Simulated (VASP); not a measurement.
Set up this calculation in VASP 6.6.1, as the native input.

- Task: relaxation of cell and atoms
- Functional: PBE
- Potentials or basis: VASP PAW PBE potentials, release 64 (Zr_sv, Sb)
- Cutoff: 600 eV
- k mesh: 4 × 4 × 4
- Occupations: gaussian, width 0.02 eV
- Spin: no spin polarisation
- Dipole correction: no
- Further INCAR settings: ALGO = Normal; EDIFF = 1e-06; IBRION = 2; EDIFFG = -0.01; NSW = 100; ISIF = 3

The structure of Zr3Sb4 lies in POSCAR:

```
Zr3Sb4
1.0
    6.2902099132      0.0000000000      0.0000000000
    0.0000000000      6.2902099132      0.0000000000
    0.0000000000      0.0000000000      6.2902099132
Zr Sb
3 4
Direct
    0.0000000000      0.0000000000      0.5000000000
    0.5000000000      0.0000000000      0.0000000000
    0.0000000000      0.5000000000      0.0000000000
    0.2744381441      0.7255618559      0.2744381441
    0.7255618559      0.2744381441      0.2744381441
    0.2744381441      0.2744381441      0.7255618559
    0.7255618559      0.7255618559      0.7255618559
```

The cell was built from a structure type or drawn by symmetry, and may not be a known phase.

The input as run:

INCAR

```
SYSTEM = Zr3Sb4
  ALGO = Normal
  EDIFF = 1E-6
  EDIFFG = -0.01
  ENCUT = 600
  GGA = PE
  IBRION = 2
  ISIF = 3
  ISMEAR = 0
  LASPH = .TRUE.
  LCHARG = .FALSE.
  LREAL = .FALSE.
  LWAVE = .FALSE.
  NELM = 100
  NSW = 100
  PREC = Accurate
  SIGMA = 0.02
```

KPOINTS

```
k-points
0
G
  4 4 4
  0 0 0
```

Potentials or basis: VASP PAW PBE potentials, release 64 (Zr_sv, Sb).

Launch:

```console
$ cat potpaw_PBE.64/Zr_sv/POTCAR potpaw_PBE.64/Sb/POTCAR > POTCAR
$ mpirun -np 1 vasp_std > vasp.out
```

Results of the run:

The relaxed volume is 35.61 Å³/atom. The relaxed cell is a = 6.294 Å, b = 6.294 Å, c = 6.294 Å, α = 90.00°, β = 90.00°, γ = 90.00°. The space group after relaxing (to 0.1 Å) is P-43m (No. 215) and the energy gained by relaxing is 0.0 meV/atom. The ionic steps are 2 and the pressure after relaxing is 0.0 GPa. The band gap on the k mesh is 0.70 eV (least direct gap 0.77 eV).

Caveat: spin-orbit coupling is left out, which moves the levels of the heavy elements.

It took 2.1 min on 1 thread of AMD EPYC 7R13 Processor (Zen 3), with other jobs on the host, peak memory 0.37 GiB.
